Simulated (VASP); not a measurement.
# Re (P6_3/mmc) in VASP: notebook

The runs below take Re through single point, relaxation of cell and atoms, with PBEsol.

All numbers are computed with VASP 6.6.1; they aren't measurements. Logs are shortened: lines on timing, memory, paths and dates and some standing lists are left out, and cuts for length are marked.

**1. The cell of the first run**

It takes space group P6_3/mmc (No. 194, hexagonal). Conventional cell: a = 2.751 Å, b = 2.751 Å, c = 4.443 Å, α = 90.00°, β = 90.00°, γ = 120.00°. Within 3.6 Å of Re (site symmetry -6m2) lie 12 Re at 2.73 to 2.75 Å.

**2. Single point, PBEsol**

File INCAR:

```
SYSTEM = Re
PREC     = Accurate       ! precision mode
ENCUT    = 520            ! plane-wave cutoff, eV
EDIFF    = 1E-7           ! SCF threshold, eV
ISMEAR   = -1             ! smearing method
SIGMA    = 0.1            ! smearing width, eV
LREAL    = .FALSE.        ! projectors in reciprocal space
LASPH    = .TRUE.         ! aspherical terms in the spheres
NELM     = 100            ! most SCF steps
ALGO     = Normal         ! electronic algorithm
ISIF     = 2              ! what is computed and relaxed
LWAVE    = .FALSE.        ! write WAVECAR
LCHARG   = .FALSE.        ! write CHGCAR
GGA      = PS             ! functional
NBANDS   = 14             ! bands
```

File KPOINTS:

```
Automatic mesh
0
G
  14 14 8
  0 0 0
```

File POSCAR:

```
Re
1.0
    2.7510738788      0.0000000000      0.0000000000
   -1.3755369394      2.3824998667      0.0000000000
    0.0000000000      0.0000000000      4.4433020118
Re
2
Direct
    0.3333333333      0.6666666667      0.2500000000
    0.6666666667      0.3333333333      0.7500000000
```

Potentials or basis: VASP PAW PBE potentials, release 64 (Re).

On the command line:

```sh
$ cat potpaw_PBE.64/Re/POTCAR > POTCAR
$ mpirun -np 1 vasp_std > vasp.out
```

OUTCAR:

```text
SYSTEM = Re
   PREC = Accurate
   ENCUT = 520
   EDIFF = 1E-7
   ISMEAR = -1
   LREAL = .FALSE.
   LASPH = .TRUE.
   NELM = 100
   ISIF = 2
   GGA = PS

 ion  position               nearest neighbor table
   1  0.333  0.667  0.250-   2 2.73   2 2.73   2 2.73   2 2.73   2 2.73   2 2.73
   2  0.667  0.333  0.750-   1 2.73   1 2.73   1 2.73   1 2.73   1 2.73   1 2.73

  LATTYP: Found a hexagonal cell.
 ALAT       =     2.7510738788
 C/A-ratio  =     1.6151154813

  Lattice vectors:

 A1 = (   2.7510738788,   0.0000000000,   0.0000000000)
 A2 = (  -1.3755369394,   2.3824998667,   0.0000000000)
 A3 = (   0.0000000000,   0.0000000000,   4.4433020118)

Analysis of symmetry for initial positions (statically):
=====================================================================
 Subroutine PRICEL returns:
 Original cell was already a primitive cell.

 Routine SETGRP: Setting up the symmetry group for a
 hexagonal supercell.

 Subroutine GETGRP returns: Found 24 space group operations
 (whereof 12 operations were pure point group operations)
 out of a pool of 24 trial point group operations.

The static configuration has the point symmetry D_3d.
 The point group associated with its full space group is D_6h.

Analysis of symmetry for dynamics (positions and initial velocities):
=====================================================================
 Subroutine PRICEL returns:
 Original cell was already a primitive cell.

 Routine SETGRP: Setting up the symmetry group for a
 hexagonal supercell.

 Subroutine GETGRP returns: Found 24 space group operations
 (whereof 12 operations were pure point group operations)
 out of a pool of 24 trial point group operations.

The dynamic configuration has the point symmetry D_3d.
 The point group associated with its full space group is D_6h.

 Subroutine INISYM returns: Found 24 space group operations
 (whereof 12 operations are pure point group operations),
 and found     1 'primitive' translations

----------------------------------------------------------------------------------------

                                     Primitive cell

  volume of cell :      29.1233

  direct lattice vectors                    reciprocal lattice vectors
     2.751073879  0.000000000  0.000000000     0.363494419  0.209863600  0.000000000
    -1.375536939  2.382499867  0.000000000     0.000000000  0.419727201  0.000000000
[... 87 lines left out ...]
   EDIFFG = 0.1E-05   stopping-criterion for IOM
   NSW    =      0    number of steps for IOM
   IBRION =     -1    ionic relax: 0-MD 1-quasi-New 2-CG
   NFREE  =      0    steps in history (QN), initial steepest desc. (CG)
   ISIF   =      2    stress and relaxation
   ISYM   =      2    0-nonsym 1-usesym 2-fastsym
   POTIM  = 0.5000    time-step for ionic-motion
   TEBEG  =    0.0;   TEEND  =   0.0 temperature during run
   PSTRESS=    0.0 pullay stress
   NELECT =      14.0000    total number of electrons
   NUPDOWN=      -1.0000    fix difference up-down
   EMIN   =  10.00;   EMAX   =-10.00  energy-range for DOS
   EFERMI =   0.00;   METHOD = LEGACY
   ISMEAR =    -1;   SIGMA  =   0.10  broadening in eV -4-tet -1-fermi 0-gaus
   EFERMI_NEDOS =   21; number of points for ismear=-14 and -15
   IALGO  =     38    algorithm
   IMIX   =      4    mixing-type and parameters
     AMIX     =   0.40;   BMIX     =  1.00
     AMIX_MAG =   1.60;   BMIX_MAG =  1.00
  volume/ion in A,a.u.               =      14.56        98.27
  Fermi-wavevector in a.u.,A,eV,Ry     =   1.282440  2.423461 22.376867  1.644653
  Thomas-Fermi vector in A             =   2.414752
   LORBIT       =      0    0 simple, 1 ext, 2 COOP (PROOUT), +10 PAW based schemes
   GGA     = PS    functional components
   LHFCALC =     F    Hartree Fock is set to
   AEXX    =    0.0000 exact exchange contribution
   IVDW    =     0    specifies the selected vdW correction
   LEPSILON=     F    determine dielectric tensor
   LRPA    =     F    only Hartree local field effects (RPA)
 non-spin polarized calculation
  energy-cutoff  :      520.00
  volume of cell :       29.12
 maximum number of plane-waves:       795
   NGX = 11   NGY = 11   NGZ = 17

 number of electron      14.0000001 magnetization

 Free energy of the ion-electron system (eV)
  ---------------------------------------------------
  ext. energy  EPLUGINS =         0.00000000
  ---------------------------------------------------
  free energy    TOTEN  =       -26.76551998 eV

  energy without entropy =      -26.71344405  energy(sigma->0) =      -26.73948201

 E-fermi :   7.8326     XC(G=0): -13.8768

 val. band max:        7.8076115557   @ k =   0.1429  -0.0000   0.0000
 cond. band min:       7.8448550157   @ k =   0.1429   0.1429   0.0000
 fundamental gap:      0.0372434600
 Fermi energy:         7.8325539569

 k-point     1 :       0.0000    0.0000    0.0000
  band No.  band energies     occupation
      1      -2.1235      2.00000
      2       1.1269      2.00000
      3       6.2312      2.00000
      4       6.2312      2.00000
      5       6.2337      2.00000
      6       7.0845      1.99887
      7       7.0845      1.99887
      8       8.0343      0.23468
      9       8.0343      0.23468
     10       8.4805      0.00307
     11      11.2642      0.00000
     12      11.2642      0.00000
     13      17.9809      0.00000
     14      22.0327      0.00000
[... 377 lines left out ...]
      1       2.5445      2.00000
      2       3.5680      2.00000
      3       3.7052      2.00000
      4       4.5207      2.00000
      5       5.5683      2.00000
      6       5.8506      2.00000
      7       7.7505      1.38876
      8      10.7097      0.00000
      9      11.2224      0.00000
     10      11.4351      0.00000
     11      14.5368      0.00000
     12      14.6278      0.00000
     13      16.4251      0.00000
     14      22.1575      0.00000

 [... further k-points ...]
[... 5 lines left out ...]
  --------------------------------------------------------------------------------------
  -------------------------------------------------------------------------------------
  Total        0.0086030      0.0086030     -0.0142479      0.0000000      0.0000000      0.0000000
  in kB        0.4732835      0.4732835     -0.7838300      0.0000000      0.0000000      0.0000000
  external PRESSURE =       0.0542456 kB  Pullay stress =       0.0000000 kB

 VOLUME and BASIS-vectors are now :
 -----------------------------------------------------------------------------
  energy-cutoff  :      520.00
  volume of cell :       29.12
      direct lattice vectors                 reciprocal lattice vectors
     2.751073879  0.000000000  0.000000000     0.363494419  0.209863600  0.000000000
    -1.375536939  2.382499867  0.000000000     0.000000000  0.419727201  0.000000000
     0.000000000  0.000000000  4.443302012     0.000000000  0.000000000  0.225057851

 POSITION                                       TOTAL-FORCE (eV/Angst)
 -----------------------------------------------------------------------------------
     -0.00000      1.58833      1.11083         0.000000      0.000000      0.000000
      1.37554      0.79417      3.33248        -0.000000      0.000000      0.000000
 -----------------------------------------------------------------------------------
    total drift:                               -0.000000      0.000000     -0.000000

  FREE ENERGIE OF THE ION-ELECTRON SYSTEM (eV)
  ---------------------------------------------------
  free  energy   TOTEN  =       -26.7655199806 eV

  energy  without entropy=      -26.7134440477  energy(sigma->0) =      -26.73948201
```

OSZICAR:

```text
N       E                     dE             d eps       ncg     rms          rms(c)
DAV:   1     0.185688576287E+02    0.18569E+02   -0.68422E+03  6704   0.125E+03
DAV:   2    -0.271688474577E+02   -0.45738E+02   -0.40239E+02  5422   0.282E+02
DAV:   3    -0.282606159332E+02   -0.10918E+01   -0.10635E+01  5308   0.463E+01
DAV:   4    -0.282710812137E+02   -0.10465E-01   -0.10457E-01  5094   0.302E+00
DAV:   5    -0.282712701164E+02   -0.18890E-03   -0.18889E-03  5240   0.702E-01    0.453E+01
DAV:   6    -0.271534098635E+02    0.11179E+01   -0.86970E-01  5840   0.252E+01    0.188E+01
DAV:   7    -0.267793126984E+02    0.37410E+00   -0.59628E-01  5880   0.203E+01    0.535E-01
DAV:   8    -0.267663873690E+02    0.12925E-01   -0.81848E-03  5372   0.844E-01    0.163E-01
DAV:   9    -0.267655222802E+02    0.86509E-03   -0.42988E-04  6020   0.202E-01    0.419E-02
DAV:  10    -0.267655191672E+02    0.31130E-05   -0.54828E-05  5492   0.828E-02    0.186E-02
DAV:  11    -0.267655203174E+02   -0.11502E-05   -0.87275E-07  4742   0.216E-02    0.216E-03
DAV:  12    -0.267655200102E+02    0.30724E-06   -0.35405E-07  3782   0.767E-03    0.110E-03
DAV:  13    -0.267655199806E+02    0.29579E-07   -0.15302E-08  2622   0.323E-03
   1 F= -.26765520E+02 E0= -.26739482E+02  d E =-.520759E-01
```

Wall time 34 s (1 thread of Intel Xeon Platinum 8259CL at 2.50GHz (Skylake/Cascade Lake), shared host); peak memory 0.17 GiB.

What came out:

```yaml
Free_energy: -26.7655 eV
Pressure: 0.0 GPa
Band_gap_on_the_k_mesh: zero (band 7 reaches 9.43 eV, above the bottom of band 8 at 6.10 eV)
```

Caveat: the PAW data sets were made with another functional, which shifts forces and pressure a little; spin-orbit coupling is left out, which moves the levels of the heavy elements.

**3. Relaxation of cell and atoms, PBEsol**

This run uses another cell than the first one, of 14.71 Å³/atom, 1.010 times its volume.

File INCAR:

```
PREC = Accurate
ENCUT = 600
EDIFF = 1E-6
ISMEAR = -1
SIGMA = 0.1
LREAL = F
LASPH = T
NELM = 80
ALGO = Normal
ISIF = 3
LWAVE = F
LCHARG = F
GGA = PS
IBRION = 2
NSW = 100
EDIFFG = -0.002
```

File KPOINTS:

```
Automatic mesh
0
Gamma
  14 14 8
```

File POSCAR:

```
Re
1.0
    2.7608000000      0.0000000000      0.0000000000
   -1.3804000000      2.3909229348      0.0000000000
    0.0000000000      0.0000000000      4.4582000000
Re
2
Direct
    0.3333333333      0.6666666667      0.2500000000
    0.6666666667      0.3333333333      0.7500000000
```

Potentials or basis: VASP PAW PBE potentials, release 64 (Re).

On the command line:

```sh
$ cat potpaw_PBE.64/Re/POTCAR > POTCAR
$ mpirun -np 1 vasp_std > vasp.out
```

Run time: 1.8 min. Hardware: 1 thread of Intel Xeon Platinum 8259CL at 2.50GHz (Skylake/Cascade Lake), shared host; peak memory 0.2 GiB.

The run converged. Its results:

- Free energy: -26.7672 eV
- Relaxed volume: 14.57 Å³/atom
- Relaxed cell: a = 2.752 Å, b = 2.752 Å, c = 4.443 Å, α = 90.00°, β = 90.00°, γ = 120.00°
- Space group after relaxing (to 0.05 Å): P6_3/mmc (No. 194)
- Energy gained by relaxing: 1.8 meV/atom
- Ionic steps: 9
- Pressure after relaxing: 0.0 GPa
- Band gap on the k mesh: zero (band 7 reaches 9.42 eV, above the bottom of band 8 at 6.10 eV)

Step by step:
```
step  energy change (eV)  largest force (eV/Å)  pressure (GPa)  volume (Å³)
   1              0.0000                0.0000           -3.94        29.43
   2              0.0653                0.0000           18.82        27.91
   3             -0.0037                0.0000           -0.09        29.14
   4             -0.0037                0.0000           -0.06        29.13
   5             -0.0037                0.0000            0.13        29.12
   6             -0.0037                0.0000            0.15        29.13
   7             -0.0036                0.0000           -0.55        29.17
   8             -0.0037                0.0000           -0.04        29.13
   9             -0.0037                0.0000           -0.01        29.13
```

Final structure:
```
Re
1.0
     2.75161    0.00000    0.00000
    -1.37580    2.38296    0.00000
     0.00000    0.00000    4.44302
Re
2
Cartesian
  0.0000 1.5886 1.1108
  1.3758 0.7943 3.3323
```

Levels at points of the mesh, in eV from the Fermi level:
```
           k point  band 5  band 6  band 7  band 8  band 9  band 10
(0.00, 0.00, 0.00)   -1.59   -0.75   -0.75    0.20    0.20     0.65
(0.50, 0.00, 0.00)   -1.73   -1.38   -0.60    4.05    4.46     4.59
(0.00, 0.00, 0.50)   -1.73   -1.73   -1.73   -1.73    2.60     2.60
(0.50, 0.00, 0.50)    0.41    0.41    0.96    0.96    4.37     4.37
```

Caveat: the PAW data sets were made with another functional, which shifts forces and pressure a little; spin-orbit coupling is left out, which moves the levels of the heavy elements.
